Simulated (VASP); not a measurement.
# Be4Se3 (P6mm) in VASP: further runs

Runs on Be4Se3. Level: PBE. Tasks: single point.

Everything below comes from runs of VASP 6.6.1. Logs are shortened: lines on timing, memory, paths and dates and some standing lists are left out, and cuts for length are marked.

## (1) The cell of the first run

The structure is hexagonal, space group P6mm (No. 183). The conventional cell has a = 5.092 Å, b = 5.092 Å, c = 5.317 Å, α = 90.00°, β = 90.00°, γ = 120.00°. Be (site symmetry 2mm) has 2 Se at 2.40 to 2.92 Å and 6 Be at 2.55 to 2.56 Å within 3.2 Å. Within 3.4 Å of Be (site symmetry 6mm) lie 6 Be at 2.56 Å. Within 3.2 Å of Se (site symmetry 2mm) lie 2 Be at 2.40 to 2.92 Å and 4 Se at 2.55 Å.

The cell was built from a structure type or drawn by symmetry, and may not be a known phase.

## (2) Single point, PBE

The input, INCAR:

```
  PREC = Accurate
  ENCUT = 520
  EDIFF = 1E-7
  ISMEAR = 0
  SIGMA = 0.2
  LREAL = False
  LASPH = True
  NELM = 80
  ALGO = Normal
  ISIF = 2
  LWAVE = False
  LCHARG = False
  GGA = PE
  NBANDS = 22
```

The input, KPOINTS:

```
Automatic mesh
0
Gamma
  4 4 3
```

The input, POSCAR:

```
Be4Se3
1.0
    5.0922494901      0.0000000000      0.0000000000
   -2.5461247450      4.4100174208      0.0000000000
    0.0000000000      0.0000000000      5.3172880756
Be Se
4 3
Direct
    0.5000000000      0.0000000000      1.0016599111
    0.0000000000      0.5000000000      1.0016599111
    0.5000000000      0.5000000000      1.0016599111
    0.0000000000      0.0000000000     -0.0395227524
    0.5000000000      0.0000000000      0.4533142530
    0.0000000000      0.5000000000      0.4533142530
    0.5000000000      0.5000000000      0.4533142530
```

Potentials or basis: VASP PAW PBE potentials, release 64 (Be, Se).

Run with:

```sh
$ cat potpaw_PBE.64/Be/POTCAR potpaw_PBE.64/Se/POTCAR > POTCAR
$ mpirun -np 1 vasp_std > vasp.out
```

OUTCAR:

```text
PREC = Accurate
   ENCUT = 520
   EDIFF = 1E-7
   ISMEAR = 0
   LREAL = False
   LASPH = True
   NELM = 80
   ISIF = 2
   GGA = PE

 ion  position               nearest neighbor table
   1  0.500  0.000  0.002-   5 2.40
   2  0.000  0.500  0.002-   6 2.40
   3  0.500  0.500  0.002-   7 2.40
   4  0.000  0.000  0.960-
   5  0.500  0.000  0.453-   1 2.40   7 2.55   7 2.55   6 2.55   6 2.55
   6  0.000  0.500  0.453-   2 2.40   5 2.55   5 2.55   7 2.55   7 2.55
   7  0.500  0.500  0.453-   3 2.40   5 2.55   5 2.55   6 2.55   6 2.55

  LATTYP: Found a hexagonal cell.
 ALAT       =     5.0922494901
 C/A-ratio  =     1.0441923723

  Lattice vectors:

 A1 = (   5.0922494901,   0.0000000000,   0.0000000000)
 A2 = (  -2.5461247450,   4.4100174208,   0.0000000000)
 A3 = (   0.0000000000,   0.0000000000,   5.3172880756)

Analysis of symmetry for initial positions (statically):
=====================================================================
 Subroutine PRICEL returns:
 Original cell was already a primitive cell.

 Routine SETGRP: Setting up the symmetry group for a
 hexagonal supercell.

 Subroutine GETGRP returns: Found 12 space group operations
 (whereof 12 operations were pure point group operations)
 out of a pool of 24 trial point group operations.

The static configuration has the point symmetry C_6v.

Analysis of symmetry for dynamics (positions and initial velocities):
=====================================================================
 Subroutine PRICEL returns:
 Original cell was already a primitive cell.

 Routine SETGRP: Setting up the symmetry group for a
 hexagonal supercell.

 Subroutine GETGRP returns: Found 12 space group operations
 (whereof 12 operations were pure point group operations)
 out of a pool of 24 trial point group operations.

The dynamic configuration has the point symmetry C_6v.

 Subroutine INISYM returns: Found 12 space group operations
 (whereof 12 operations are pure point group operations),
 and found     1 'primitive' translations

----------------------------------------------------------------------------------------

                                     Primitive cell

  volume of cell :     119.4099

  direct lattice vectors                    reciprocal lattice vectors
     5.092249490  0.000000000  0.000000000     0.196376867  0.113378237  0.000000000
    -2.546124745  4.410017421  0.000000000     0.000000000  0.226756474  0.000000000
     0.000000000  0.000000000  5.317288076     0.000000000  0.000000000  0.188065793

  length of vectors
     5.092249490  5.092249490  5.317288076     0.226756474  0.226756474  0.188065793

  position of ions in fractional coordinates (direct lattice)
     0.500000000  0.000000000  0.001659911
     0.000000000  0.500000000  0.001659911
     0.500000000  0.500000000  0.001659911
     0.000000000  0.000000000  0.960477248
     0.500000000  0.000000000  0.453314253
     0.000000000  0.500000000  0.453314253
     0.500000000  0.500000000  0.453314253

  ion indices of the primitive-cell ions
   primitive index   ion index
                 1           1
                 2           2
                 3           3
                 4           4
                 5           5
                 6           6
                 7           7

----------------------------------------------------------------------------------------

 KPOINTS: Automatic mesh

Automatic generation of k-mesh.
 Grid dimensions read from file:
 generate k-points for:    4    4    3

 Generating k-lattice:

  Cartesian coordinates                     Fractional coordinates (reciprocal lattice)
     0.049094217  0.028344559  0.000000000     0.250000000  0.000000000  0.000000000
     0.000000000  0.056689118  0.000000000     0.000000000  0.250000000  0.000000000
     0.000000000  0.000000000  0.062688598     0.000000000  0.000000000  0.333333333

  Length of vectors
     0.056689118  0.056689118  0.062688598

  Shift w.r.t. Gamma in fractional coordinates (k-lattice)
     0.000000000  0.000000000  0.000000000

 Subroutine IBZKPT returns following result:
 ===========================================

 Found      8 irreducible k-points:

 Following reciprocal coordinates:
            Coordinates               Weight
  0.000000  0.000000  0.000000      1.000000
  0.250000  0.000000  0.000000      6.000000
  0.500000  0.000000  0.000000      3.000000
  0.250000  0.250000  0.000000      6.000000
  0.000000  0.000000  0.333333      2.000000
  0.250000  0.000000  0.333333     12.000000
  0.500000  0.000000  0.333333      6.000000
  0.250000  0.250000  0.333333     12.000000
   k-points           NKPTS =      8   k-points in BZ     NKDIM =      8   number of bands    NBANDS=     22
   number of dos      NEDOS =    301   number of ions     NIONS =      7
   total plane-waves  NPLWV =  64000
   dimension x,y,z NGX =    40 NGY =   40 NGZ =   40
   dimension x,y,z NGXF=    80 NGYF=   80 NGZF=   80
   ions per type =               4   3
   NGX,Y,Z   is equivalent  to a cutoff of  13.06, 13.06, 12.51 a.u.
   NGXF,Y,Z  is equivalent  to a cutoff of  26.12, 26.12, 25.01 a.u.
 SYSTEM =  unknown system
   PREC   = accura    normal or accurate (medium, high low for compatibility)
   ISTART =      0    job   : 0-new  1-cont  2-samecut
   ICHARG =      2    charge: 1-file 2-atom 10-const
   ISPIN  =      1    spin polarized calculation?
   LNONCOLLINEAR =      F non collinear calculations
   LSORBIT =      F    spin-orbit coupling
   LASPH  =      T    aspherical Exc in radial PAW
   ENCUT  =  520.0 eV  38.22 Ry    6.18 a.u.   9.47  9.47  9.89*2*pi/ulx,y,z
   NELM   =     80;   NELMIN=  2; NELMDL= -5     # of ELM steps
   EDIFF  = 0.1E-06   stopping-criterion for ELM
   LREAL  =      F    real-space projection
   EDIFFG = 0.1E-05   stopping-criterion for IOM
   NSW    =      0    number of steps for IOM
   IBRION =     -1    ionic relax: 0-MD 1-quasi-New 2-CG
   NFREE  =      0    steps in history (QN), initial steepest desc. (CG)
   ISIF   =      2    stress and relaxation
   ISYM   =      2    0-nonsym 1-usesym 2-fastsym
   POTIM  = 0.5000    time-step for ionic-motion
   TEBEG  =    0.0;   TEEND  =   0.0 temperature during run
   PSTRESS=    0.0 pullay stress
   NELECT =      26.0000    total number of electrons
   NUPDOWN=      -1.0000    fix difference up-down
   EMIN   =  10.00;   EMAX   =-10.00  energy-range for DOS
   EFERMI =   0.00;   METHOD = LEGACY
   ISMEAR =     0;   SIGMA  =   0.20  broadening in eV -4-tet -1-fermi 0-gaus
   EFERMI_NEDOS =   21; number of points for ismear=-14 and -15
   IALGO  =     38    algorithm
   IMIX   =      4    mixing-type and parameters
     AMIX     =   0.40;   BMIX     =  1.00
     AMIX_MAG =   1.60;   BMIX_MAG =  1.00
  volume/ion in A,a.u.               =      17.06       115.12
  Fermi-wavevector in a.u.,A,eV,Ry     =   0.984886  1.861164 13.197653  0.970000
  Thomas-Fermi vector in A             =   2.116152
   LORBIT       =      0    0 simple, 1 ext, 2 COOP (PROOUT), +10 PAW based schemes
   GGA     = PE    functional components
   LHFCALC =     F    Hartree Fock is set to
   AEXX    =    0.0000 exact exchange contribution
   IVDW    =     0    specifies the selected vdW correction
   LEPSILON=     F    determine dielectric tensor
   LRPA    =     F    only Hartree local field effects (RPA)
 non-spin polarized calculation
 Gauss-broadening in eV      SIGMA  =   0.20
  energy-cutoff  :      520.00
  volume of cell :      119.41
 maximum number of plane-waves:      3228
 NGX is ok and might be reduce to    40
   NGX = 19   NGY = 19   NGZ = 19

 number of electron      26.0000002 magnetization

 Free energy of the ion-electron system (eV)
  ---------------------------------------------------
  ext. energy  EPLUGINS =         0.00000000
  ---------------------------------------------------
  free energy    TOTEN  =       -21.54922471 eV

  energy without entropy =      -21.48656509  energy(sigma->0) =      -21.51789490

 E-fermi :   3.8135     XC(G=0):  -9.4319

 val. band max:        3.7712917750   @ k =   0.2500   0.0000   0.3333
 cond. band min:       3.8378537021   @ k =   0.2500   0.0000   0.3333
 fundamental gap:      0.0665619270
 Fermi energy:         3.8135475184

 k-point     1 :       0.0000    0.0000    0.0000
  band No.  band energies     occupation
      1     -12.6829      2.00000
      2      -7.6212      2.00000
      3      -7.6212      2.00000
      4      -4.6436      2.00000
      5      -2.3275      2.00000
      6      -1.4398      2.00000
[... 14 lines left out ...]
     21       9.2414      0.00000
     22       9.2415      0.00000

 k-point     2 :       0.2500    0.0000    0.0000
  band No.  band energies     occupation
      1     -12.3227      2.00000
      2      -9.0848      2.00000
      3      -7.7859      2.00000
      4      -3.1667      2.00000
      5      -1.9633      2.00000
      6      -1.1787      2.00000
[... 14 lines left out ...]
     21       9.5906      0.00000
     22      10.2677      0.00000

 k-point     3 :       0.5000    0.0000    0.0000
  band No.  band energies     occupation
      1     -11.6391      2.00000
      2     -10.4146      2.00000
      3      -7.9325      2.00000
      4      -2.7601      2.00000
      5      -1.2206      2.00000
      6      -0.2766      2.00000
[... 14 lines left out ...]
     21      10.5058      0.00000
     22      10.8253      0.00000

 k-point     4 :       0.2500    0.2500    0.0000
  band No.  band energies     occupation
      1     -11.6640      2.00000
      2     -10.3310      2.00000
      3      -8.0796      2.00000
      4      -1.6493      2.00000
      5      -1.3094      2.00000
      6      -0.9950      2.00000
[... 14 lines left out ...]
     21      10.2832      0.00000
     22      10.7471      0.00000

 k-point     5 :       0.0000    0.0000    0.3333
  band No.  band energies     occupation
      1     -12.6668      2.00000
      2      -7.6188      2.00000
      3      -7.6188      2.00000
      4      -4.6048      2.00000
      5      -3.4156      2.00000
      6      -1.3363      2.00000
[... 14 lines left out ...]
     21       9.2484      0.00000
     22      10.2739      0.00000

 k-point     6 :       0.2500    0.0000    0.3333
  band No.  band energies     occupation
      1     -12.3070      2.00000
      2      -9.0732      2.00000
      3      -7.7800      2.00000
      4      -3.1241      2.00000
      5      -3.0225      2.00000
      6      -0.9399      2.00000
[... 14 lines left out ...]
     21       8.9488      0.00000
     22      10.1830      0.00000

 k-point     7 :       0.5000    0.0000    0.3333
  band No.  band energies     occupation
      1     -11.6246      2.00000
      2     -10.3993      2.00000
      3      -7.9241      2.00000
      4      -2.6568      2.00000
      5      -2.1821      2.00000
      6      -1.4110      2.00000
[... 14 lines left out ...]
     21       8.9792      0.00000
     22       9.6165      0.00000

 k-point     8 :       0.2500    0.2500    0.3333
  band No.  band energies     occupation
      1     -11.6491      2.00000
      2     -10.3174      2.00000
      3      -8.0664      2.00000
      4      -2.3044      2.00000
      5      -1.5985      2.00000
      6      -0.9604      2.00000
[... 14 lines left out ...]
     21       9.6178      0.00000
     22      10.4957      0.00000

------------------------ aborting loop because EDIFF is reached ----------------------------------------

  FORCE on cell =-STRESS in cart. coord.  units (eV):
  Direction    XX          YY          ZZ          XY          YZ          ZX
  --------------------------------------------------------------------------------------
  -------------------------------------------------------------------------------------
  Total        0.1893236      0.1893236      0.4014084      0.0000000      0.0000000      0.0000000
  in kB        2.5402424      2.5402424      5.3858827      0.0000000      0.0000000      0.0000000
  external PRESSURE =       3.4887891 kB  Pullay stress =       0.0000000 kB

 VOLUME and BASIS-vectors are now :
 -----------------------------------------------------------------------------
  energy-cutoff  :      520.00
  volume of cell :      119.41
      direct lattice vectors                 reciprocal lattice vectors
     5.092249490  0.000000000  0.000000000     0.196376867  0.113378237  0.000000000
    -2.546124745  4.410017421  0.000000000     0.000000000  0.226756474  0.000000000
     0.000000000  0.000000000  5.317288076     0.000000000  0.000000000  0.188065793

 POSITION                                       TOTAL-FORCE (eV/Angst)
 -----------------------------------------------------------------------------------
      2.54612      0.00000      0.00883        -0.000000     -0.000000     -0.084844
     -1.27306      2.20501      0.00883         0.000000      0.000000     -0.084844
      1.27306      2.20501      0.00883         0.000000     -0.000000     -0.084844
      0.00000      0.00000      5.10713        -0.000000      0.000000      0.056384
      2.54612      0.00000      2.41040         0.000000     -0.000000      0.066049
     -1.27306      2.20501      2.41040         0.000000     -0.000000      0.066049
      1.27306      2.20501      2.41040         0.000000      0.000000      0.066049
 -----------------------------------------------------------------------------------
    total drift:                               -0.000000     -0.000000      0.000396

  FREE ENERGIE OF THE ION-ELECTRON SYSTEM (eV)
  ---------------------------------------------------
  free  energy   TOTEN  =       -21.5492247108 eV

  energy  without entropy=      -21.4865650871  energy(sigma->0) =      -21.51789490
```

Wall time 34 s (1 thread of Intel Xeon 8259CL, shared host); peak memory 0.24 GiB.

What came out:

* Free energy: -21.5492 eV
* Pressure: 0.3 GPa
* Largest force: 0.085 eV/Å
* Band gap on the k mesh: zero (bands 13 and 14 overlap by 0.54 eV)

Forces in eV/Å, atoms in the order of the input:
```
Be   0.000  0.000 -0.085
Be   0.000  0.000 -0.085
Be   0.000  0.000 -0.085
Be   0.000  0.000  0.056
Se   0.000  0.000  0.066
Se   0.000  0.000  0.066
Se   0.000  0.000  0.066
```

Stress tensor (GPa, compression positive):
```
0.25 0.00 0.00
0.00 0.25 0.00
0.00 0.00 0.54
```

Caveat: the k points lie up to 0.39 Å⁻¹ apart, too coarse for converged energies and pressures of a metal; semilocal functionals underestimate gaps, so a narrow gap can read as zero.

## (3) Single point, PBE

This run uses another cell than the first one, of 18.25 Å³/atom.

The input, INCAR:

```
SYSTEM = Be4Se3
PREC = Accurate
ENCUT = 520
EDIFF = 1E-7
ISMEAR = 0
SIGMA = 0.2
LREAL = .FALSE.
LASPH = .TRUE.
NELM = 60
ALGO = Normal
ISIF = 2
LWAVE = .FALSE.
LCHARG = .TRUE.
GGA = PE
LELF = .TRUE.
LVHAR = .TRUE.
NBANDS = 22
```

The input, KPOINTS:

```
Automatic mesh
0
G
  4 4 2
  0 0 0
```

The input, POSCAR:

```
Be4Se3
1.0
    4.3810711217      0.0000000000      0.0000000000
   -2.1905355608      3.7941188871      0.0000000000
    0.0000000000      0.0000000000      7.6875315741
Be Se
4 3
Direct
    0.3333333333      0.6666666667      0.4017946560
    0.6666666667      0.3333333333      0.4017946560
    0.0000000000      0.0000000000      0.3264567431
    0.0000000000      0.0000000000      0.7866803344
    0.3333333333      0.6666666667      0.7002529968
    0.6666666667      0.3333333333      0.7002529968
    0.0000000000      0.0000000000      0.0601762770
```

Potentials or basis: VASP PAW PBE potentials, release 64 (Be, Se).

Run with:

```sh
$ cat potpaw_PBE.64/Be/POTCAR potpaw_PBE.64/Se/POTCAR > POTCAR
$ mpirun -np 1 vasp_std > vasp.out
```

Run time: 44 s. Hardware: 1 thread of Intel Xeon 8259CL, shared host; peak memory 0.25 GiB.

Results (log left out):

| Item | Value |
| --- | --- |
| Free energy | -21.9748 eV |
| Pressure | 0.1 GPa |
| Largest force | 0.034 eV/Å |
| Band gap on the k mesh | zero (bands 13 and 14 overlap by 0.50 eV) |

Forces in eV/Å, atoms in the order of the input:
```
Be   0.000  0.000 -0.018
Be   0.000  0.000 -0.018
Be   0.000  0.000  0.034
Be   0.000  0.000 -0.010
Se   0.000  0.000  0.013
Se   0.000  0.000  0.013
Se   0.000  0.000 -0.014
```

Stress tensor (GPa, compression positive):
```
0.06 0.00 0.00
0.00 0.06 0.00
0.00 0.00 0.20
```

Levels at points of the mesh, in eV from the Fermi level:
```
           k point  band 11  band 12  band 13  band 14  band 15  band 16
(0.00, 0.00, 0.00)    -0.75    -0.53    -0.53     1.51     1.60     1.60
(0.50, 0.00, 0.00)    -1.16    -0.32    -0.04     1.29     2.49     2.57
(0.00, 0.00, 0.50)    -0.81    -0.81    -0.75     1.34     1.57     1.57
(0.50, 0.00, 0.50)    -1.41    -1.05     0.31     1.34     2.57     2.57
```

Caveat: the k points lie up to 0.41 Å⁻¹ apart; semilocal functionals underestimate gaps, so a narrow gap can read as zero.
